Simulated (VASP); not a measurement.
# Pr (I4/mmm) in VASP: notebook

Runs on Pr. Level: PBE. Tasks: single point.

Program: VASP 6.6.1. These are calculated values, not measurements. Logs are shortened: lines on timing, memory, paths and dates and some standing lists are left out, and cuts for length are marked.

## (1) The cell of the first run

Symmetry: I4/mmm, No. 139, tetragonal system. The conventional cell has a = 4.299 Å, b = 4.299 Å, c = 3.695 Å, α = 90.00°, β = 90.00°, γ = 90.00°. Pr (site symmetry 4/mmm) has 14 Pr at 3.56 to 4.30 Å within 4.7 Å.

## (2) Single point, PBE, collinear spin, ferromagnetic start (34.15 Å³/atom)

Contents of INCAR:

```
PREC = Accurate
ENCUT = 520
EDIFF = 1E-7
ISMEAR = -1
SIGMA = 0.05
LREAL = F
LASPH = T
NELM = 150
ALGO = Fast
ISIF = 2
LWAVE = F
LCHARG = T
ISPIN = 2
MAGMOM = 2
LORBIT = 11
LMAXMIX = 6
GGA = PE
LELF = T
LVHAR = T
NBANDS = 16
```

Contents of KPOINTS:

```
regular mesh
0
Gamma
  9 9 9
```

Contents of POSCAR:

```
Pr
1.0
   -2.1496748149      2.1496748149      1.8474483180
    2.1496748149     -2.1496748149      1.8474483180
    2.1496748149      2.1496748149     -1.8474483180
Pr
1
Direct
    0.0000000000      0.0000000000      0.0000000000
```

Potentials or basis: VASP PAW PBE potentials, release 64 (Pr).

On the command line:

```sh
cat potpaw_PBE.64/Pr/POTCAR > POTCAR
mpirun -np 1 vasp_std > vasp.out
```

OUTCAR:

```text
PREC = Accurate
   ENCUT = 520
   EDIFF = 1E-7
   ISMEAR = -1
   LREAL = F
   LASPH = T
   NELM = 150
   ISIF = 2
   ISPIN = 2
   LORBIT = 11
   GGA = PE

 ion  position               nearest neighbor table
   1  0.000  0.000  0.000-

  LATTYP: Found a body centered tetragonal cell.
 ALAT       =     4.2993496298
 C/A-ratio  =     0.8594082720

  Lattice vectors:

 A1 = (  -2.1496748149,   2.1496748149,   1.8474483180)
 A2 = (   2.1496748149,  -2.1496748149,   1.8474483180)
 A3 = (   2.1496748149,   2.1496748149,  -1.8474483180)

Analysis of symmetry for initial positions (statically):
=====================================================================
 Subroutine PRICEL returns:
 Original cell was already a primitive cell.

 Routine SETGRP: Setting up the symmetry group for a
 body centered tetragonal supercell.

 Subroutine GETGRP returns: Found 16 space group operations
 (whereof 16 operations were pure point group operations)
 out of a pool of 16 trial point group operations.

The static configuration has the point symmetry D_4h.

Analysis of symmetry for dynamics (positions and initial velocities):
=====================================================================
 Subroutine PRICEL returns:
 Original cell was already a primitive cell.

 Routine SETGRP: Setting up the symmetry group for a
 body centered tetragonal supercell.

 Subroutine GETGRP returns: Found 16 space group operations
 (whereof 16 operations were pure point group operations)
 out of a pool of 16 trial point group operations.

The dynamic configuration has the point symmetry D_4h.

Analysis of structural, dynamic, and magnetic symmetry:
=====================================================================
 Subroutine PRICEL returns:
 Original cell was already a primitive cell.

 Routine SETGRP: Setting up the symmetry group for a
 body centered tetragonal supercell.

 Subroutine GETGRP returns: Found 16 space group operations
 (whereof 16 operations were pure point group operations)
 out of a pool of 16 trial point group operations.

The overall configuration has the point symmetry D_4h.

 Subroutine INISYM returns: Found 16 space group operations
 (whereof 16 operations are pure point group operations),
 and found     1 'primitive' translations

----------------------------------------------------------------------------------------

                                     Primitive cell

  volume of cell :      34.1490

  direct lattice vectors                    reciprocal lattice vectors
    -2.149674815  2.149674815  1.847448318     0.000000000  0.232593319  0.270643566
[... 102 lines left out ...]
   IMIX   =      4    mixing-type and parameters
     AMIX     =   0.40;   BMIX     =  1.00
     AMIX_MAG =   1.60;   BMIX_MAG =  1.00
  volume/ion in A,a.u.               =      34.15       230.45
  Fermi-wavevector in a.u.,A,eV,Ry     =   1.186488  2.242137 19.153652  1.407754
  Thomas-Fermi vector in A             =   2.322660
   LORBIT       =     11    0 simple, 1 ext, 2 COOP (PROOUT), +10 PAW based schemes
   GGA     = PE    functional components
   LHFCALC =     F    Hartree Fock is set to
   AEXX    =    0.0000 exact exchange contribution
   IVDW    =     0    specifies the selected vdW correction
   LEPSILON=     F    determine dielectric tensor
   LRPA    =     F    only Hartree local field effects (RPA)
 spin polarized calculation
 RMM-DIIS sequential band-by-band and
  energy-cutoff  :      520.00
  volume of cell :       34.15
 maximum number of plane-waves:       930
   NGX = 13   NGY = 13   NGZ = 13

 number of electron      13.0000000 magnetization       2.8673448

 Free energy of the ion-electron system (eV)
  ---------------------------------------------------
  ext. energy  EPLUGINS =         0.00000000
  ---------------------------------------------------
  free energy    TOTEN  =        -5.41110506 eV

  energy without entropy =       -5.34271829  energy(sigma->0) =       -5.37691167

 E-fermi :   6.1239     XC(G=0):  -9.9748

 val. band max:        6.1229858264   @ k =   0.3333   0.3333   0.0000
 cond. band min:       6.1253815567   @ k =   0.3333   0.2222  -0.0000
 fundamental gap:      0.0023957303
 Fermi energy:         6.1238682211

 spin component 1

 k-point     1 :       0.0000    0.0000    0.0000
  band No.  band energies     occupation
      1     -29.9911      1.00000
      2     -11.3570      1.00000
      3     -11.3570      1.00000
      4     -11.2283      1.00000
      5       2.2820      1.00000
      6       5.6781      0.99987
[... 435 lines left out ...]
      5       4.4070      1.00000
      6       5.5864      0.99998
[... 8 lines left out ...]
     15       8.8786      0.00000
     16      10.3706      0.00000

 [... further k-points ...]

 spin component 2

 k-point     1 :       0.0000    0.0000    0.0000
  band No.  band energies     occupation
      1     -28.8582      1.00000
      2     -10.4385      1.00000
      3     -10.4385      1.00000
      4     -10.2756      1.00000
      5       3.0389      1.00000
      6       7.4502      0.00000
[... 435 lines left out ...]
      5       5.2375      1.00000
      6       7.2170      0.00000
[... 8 lines left out ...]
     15       9.6462      0.00000
     16      11.0187      0.00000

 [... further k-points ...]

------------------------ aborting loop because EDIFF is reached ----------------------------------------

  FORCE on cell =-STRESS in cart. coord.  units (eV):
  Direction    XX          YY          ZZ          XY          YZ          ZX
  --------------------------------------------------------------------------------------
  -------------------------------------------------------------------------------------
  Total       -0.2066708     -0.2066708     -0.0808356      0.0000000      0.0000000      0.0000000
  in kB       -9.6964324     -9.6964324     -3.7925841      0.0000000      0.0000000      0.0000000
  external PRESSURE =      -7.7284830 kB  Pullay stress =       0.0000000 kB

 VOLUME and BASIS-vectors are now :
 -----------------------------------------------------------------------------
  energy-cutoff  :      520.00
  volume of cell :       34.15
      direct lattice vectors                 reciprocal lattice vectors
    -2.149674815  2.149674815  1.847448318     0.000000000  0.232593319  0.270643566
     2.149674815 -2.149674815  1.847448318     0.232593319  0.000000000  0.270643566
     2.149674815  2.149674815 -1.847448318     0.232593319  0.232593319  0.000000000

 POSITION                                       TOTAL-FORCE (eV/Angst)
 -----------------------------------------------------------------------------------
      0.00000      0.00000      0.00000         0.000000      0.000000      0.000000
 -----------------------------------------------------------------------------------
    total drift:                                0.000000     -0.000000     -0.000000

  FREE ENERGIE OF THE ION-ELECTRON SYSTEM (eV)
  ---------------------------------------------------
  free  energy   TOTEN  =        -5.4111050579 eV

  energy  without entropy=       -5.3427182879  energy(sigma->0) =       -5.37691167

 total charge

# of ion       s       p       d       f       tot
--------------------------------------------------
    1        1.999   5.277   0.590   2.160  10.026

 magnetization (x)

# of ion       s       p       d       f       tot
--------------------------------------------------
    1       -0.010  -0.019   0.179   2.109   2.260
```

Run time: 6.4 min. Hardware: 1 thread of AMD EPYC 7R13 (Zen 3), shared host; peak memory 0.2 GiB.

What came out:

```
Free energy                                           : -5.4111 eV
Pressure                                              : -0.8 GPa
Net moment                                            : 2.87 μB per cell
Site moments                                          : Pr +2.26 μB
Valence electrons inside the program's atomic spheres : Pr 10.03
```

Levels at points of the mesh, in eV from the Fermi level:
Spin up:
```
           k point  band 4  band 5  band 6  band 7  band 8  band 9  band 10  band 11  band 12  band 13
(0.00, 0.00, 0.00)  -17.35   -3.84   -0.45   -0.45    0.14    0.14     0.15     0.55     0.60     0.96
```
Spin down:
```
           k point  band 1  band 2  band 3  band 4  band 5  band 6  band 7  band 8  band 9  band 10
(0.00, 0.00, 0.00)  -34.98  -16.56  -16.56  -16.40   -3.08    1.33    1.35    1.44    1.44     1.86
```

Caveat: the magnetic or orbital state may not be the lowest; spin-orbit coupling is left out, which moves the levels of the heavy elements; semilocal functionals describe open f shells poorly, which spoils levels, moments and volumes.

## (3) Single point, PBE, collinear spin, ferromagnetic start (35.60 Å³/atom)

This run uses another cell than the first one, of 35.60 Å³/atom.

INCAR is that of step 2.

KPOINTS is that of step 2.

Contents of POSCAR:

```
Pr
1.0
   -2.1797440913      2.1797440913      1.8732901029
    2.1797440913     -2.1797440913      1.8732901029
    2.1797440913      2.1797440913     -1.8732901029
Pr
1
Direct
    0.0000000000      0.0000000000      0.0000000000
```

Potentials or basis: VASP PAW PBE potentials, release 64 (Pr).

On the command line:

```sh
cat potpaw_PBE.64/Pr/POTCAR > POTCAR
mpirun -np 1 vasp_std > vasp.out
```

OUTCAR:

```text
PREC = Accurate
   ENCUT = 520
   EDIFF = 1E-7
   ISMEAR = -1
   LREAL = F
   LASPH = T
   NELM = 150
   ISIF = 2
   ISPIN = 2
   LORBIT = 11
   GGA = PE

 ion  position               nearest neighbor table
   1  0.000  0.000  0.000-

  LATTYP: Found a body centered tetragonal cell.
 ALAT       =     4.3594881826
 C/A-ratio  =     0.8594082720

  Lattice vectors:

 A1 = (  -2.1797440913,   2.1797440913,   1.8732901029)
 A2 = (   2.1797440913,  -2.1797440913,   1.8732901029)
 A3 = (   2.1797440913,   2.1797440913,  -1.8732901029)

Analysis of symmetry for initial positions (statically):
=====================================================================
 Subroutine PRICEL returns:
 Original cell was already a primitive cell.

 Routine SETGRP: Setting up the symmetry group for a
 body centered tetragonal supercell.

 Subroutine GETGRP returns: Found 16 space group operations
 (whereof 16 operations were pure point group operations)
 out of a pool of 16 trial point group operations.

The static configuration has the point symmetry D_4h.

Analysis of symmetry for dynamics (positions and initial velocities):
=====================================================================
 Subroutine PRICEL returns:
 Original cell was already a primitive cell.

 Routine SETGRP: Setting up the symmetry group for a
 body centered tetragonal supercell.

 Subroutine GETGRP returns: Found 16 space group operations
 (whereof 16 operations were pure point group operations)
 out of a pool of 16 trial point group operations.

The dynamic configuration has the point symmetry D_4h.

Analysis of structural, dynamic, and magnetic symmetry:
=====================================================================
 Subroutine PRICEL returns:
 Original cell was already a primitive cell.

 Routine SETGRP: Setting up the symmetry group for a
 body centered tetragonal supercell.

 Subroutine GETGRP returns: Found 16 space group operations
 (whereof 16 operations were pure point group operations)
 out of a pool of 16 trial point group operations.

The overall configuration has the point symmetry D_4h.
[... 136 lines left out ...]

 Free energy of the ion-electron system (eV)
  ---------------------------------------------------
  ext. energy  EPLUGINS =         0.00000000
  ---------------------------------------------------
  free energy    TOTEN  =        -5.40206378 eV

  energy without entropy =       -5.33449566  energy(sigma->0) =       -5.36827972

 E-fermi :   5.8090     XC(G=0):  -9.7887

 val. band max:        5.8058693175   @ k =   0.4444   0.2222   0.1111
 cond. band min:       5.8090931965   @ k =   0.2222   0.1111  -0.0000
 fundamental gap:      0.0032238790
 Fermi energy:         5.8089790100

 spin component 1

 k-point     1 :       0.0000    0.0000    0.0000
  band No.  band energies     occupation
      1     -30.3133      1.00000
      2     -11.7635      1.00000
      3     -11.7635      1.00000
      4     -11.6342      1.00000
      5       1.9564      1.00000
      6       5.3870      0.99978
[... 435 lines left out ...]
      5       4.1138      1.00000
      6       5.2998      0.99996
[... 8 lines left out ...]
     15       8.4699      0.00000
     16       9.8861      0.00000

 [... further k-points ...]

 spin component 2

 k-point     1 :       0.0000    0.0000    0.0000
  band No.  band energies     occupation
      1     -29.1717      1.00000
      2     -10.8428      1.00000
      3     -10.8428      1.00000
      4     -10.6723      1.00000
      5       2.7096      1.00000
      6       7.1542      0.00000
[... 435 lines left out ...]
      5       4.9433      1.00000
      6       6.9423      0.00000
[... 8 lines left out ...]
     15       9.2433      0.00000
     16      10.5360      0.00000

 [... further k-points ...]

------------------------ aborting loop because EDIFF is reached ----------------------------------------

  FORCE on cell =-STRESS in cart. coord.  units (eV):
  Direction    XX          YY          ZZ          XY          YZ          ZX
  --------------------------------------------------------------------------------------
  -------------------------------------------------------------------------------------
  Total       -0.3560014     -0.3560014     -0.2407902      0.0000000      0.0000000      0.0000000
  in kB      -16.0208735    -16.0208735    -10.8361065      0.0000000      0.0000000      0.0000000
  external PRESSURE =     -14.2926178 kB  Pullay stress =       0.0000000 kB

 VOLUME and BASIS-vectors are now :
 -----------------------------------------------------------------------------
  energy-cutoff  :      520.00
  volume of cell :       35.60
      direct lattice vectors                 reciprocal lattice vectors
    -2.179744091  2.179744091  1.873290103     0.000000000  0.229384725  0.266910074
     2.179744091 -2.179744091  1.873290103     0.229384725  0.000000000  0.266910074
     2.179744091  2.179744091 -1.873290103     0.229384725  0.229384725  0.000000000

 POSITION                                       TOTAL-FORCE (eV/Angst)
 -----------------------------------------------------------------------------------
      0.00000      0.00000      0.00000         0.000000      0.000000      0.000000
 -----------------------------------------------------------------------------------
    total drift:                               -0.000000     -0.000000      0.000000

  FREE ENERGIE OF THE ION-ELECTRON SYSTEM (eV)
  ---------------------------------------------------
  free  energy   TOTEN  =        -5.4020637817 eV

  energy  without entropy=       -5.3344956623  energy(sigma->0) =       -5.36827972

 total charge

# of ion       s       p       d       f       tot
--------------------------------------------------
    1        1.998   5.282   0.563   2.172  10.015

 magnetization (x)

# of ion       s       p       d       f       tot
--------------------------------------------------
    1       -0.010  -0.020   0.180   2.130   2.279
```

stdout:

```text
POSCAR found type information on POSCAR Pr
 POSCAR found :  1 types and       1 ions
 scaLAPACK will be used
 LDA part: xc-table for (Slater+PW92), standard interpolation
 POSCAR, INCAR and KPOINTS ok, starting setup
 FFT: planning ... GRIDC
 FFT: planning ... GRID_SOFT
[... 15 lines left out ...]
WARNING in EDDRMM: call to ZHEGV failed, returncode =   8  4     13
 num prob RMM:  57    -0.540206199740E+01   -0.47521E-06   -0.16514E-06  3955   0.584E-03    0.162E-02
WARNING in EDDRMM: call to ZHEGV failed, returncode =   6  3     11
WARNING in EDDRMM: call to ZHEGV failed, returncode =   6  3      9
WARNING in EDDRMM: call to ZHEGV failed, returncode =   8  4      6
WARNING in EDDRMM: call to ZHEGV failed, returncode =   8  4     12
WARNING in EDDRMM: call to ZHEGV failed, returncode =   8  4      1
WARNING in EDDRMM: call to ZHEGV failed, returncode =   6  3      5
WARNING in EDDRMM: call to ZHEGV failed, returncode =   8  4      6
```

It took 6.6 min on 1 thread of AMD EPYC 7R13 (Zen 3), shared host; peak memory 0.2 GiB.

Results:

```
Free energy                                           : -5.4021 eV
Pressure                                              : -1.4 GPa
Net moment                                            : 2.90 μB per cell
Site moments                                          : Pr +2.28 μB
Valence electrons inside the program's atomic spheres : Pr 10.02
```

Caveat: the magnetic or orbital state may not be the lowest; spin-orbit coupling is left out, which moves the levels of the heavy elements; semilocal functionals describe open f shells poorly, which spoils levels, moments and volumes. The state reached can hang on the start; a lower one may exist.

(Continued in part 2 of 2.)
